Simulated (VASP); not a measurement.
Set up this calculation in VASP 6.6.1, as the native input.

```yaml
Task: single point
Functional: PBEsol
Potentials_or_basis: VASP PAW PBE potentials, release 64 (Al)
Cutoff: 520 eV
k_mesh: 11 × 11 × 11
Occupations: fermi-dirac, width 0.05 eV
Spin: no spin polarisation
Dipole_correction: no
Further_INCAR_settings: ALGO = Fast; EDIFF = 1e-06; NBANDS = 8
```

The structure of Al lies in POSCAR:

```
Al
1.0
    0.0000000000      2.0112152952      2.0112152952
    2.0112152952      0.0000000000      2.0112152952
    2.0112152952      2.0112152952      0.0000000000
Al
1
Direct
    0.0000000000      0.0000000000      0.0000000000
```

This cell differs from its parent crystal: volume scaled by 0.98.

One way to write it, as run:

INCAR

```
SYSTEM = Al
ALGO = Fast ; EDIFF = 1E-6
ENCUT = 520 ; GGA = PS
ISIF = 2 ; ISMEAR = -1
LASPH = .TRUE. ; LCHARG = .TRUE.
LELF = .TRUE. ; LREAL = .FALSE.
LVHAR = .TRUE. ; LWAVE = .FALSE.
NBANDS = 8 ; NELM = 80
PREC = Accurate ; SIGMA = 0.05
```

KPOINTS

```
k-points
0
G
  11 11 11
  0 0 0
```

Potentials or basis: VASP PAW PBE potentials, release 64 (Al).

Launch:

```sh
$ cat potpaw_PBE.64/Al/POTCAR > POTCAR
$ mpirun -np 1 vasp_std > vasp.out
```

Results of the run:

- Pressure: -0.3 GPa

Caveat: the PAW data sets were made with another functional, which shifts forces and pressure a little.

Run time: 3.5 s on 1 thread of Intel(R) Xeon(R) Platinum 8481C CPU @ 2.70GHz (Sapphire Rapids), on a shared host, peak memory 0.13 GiB.
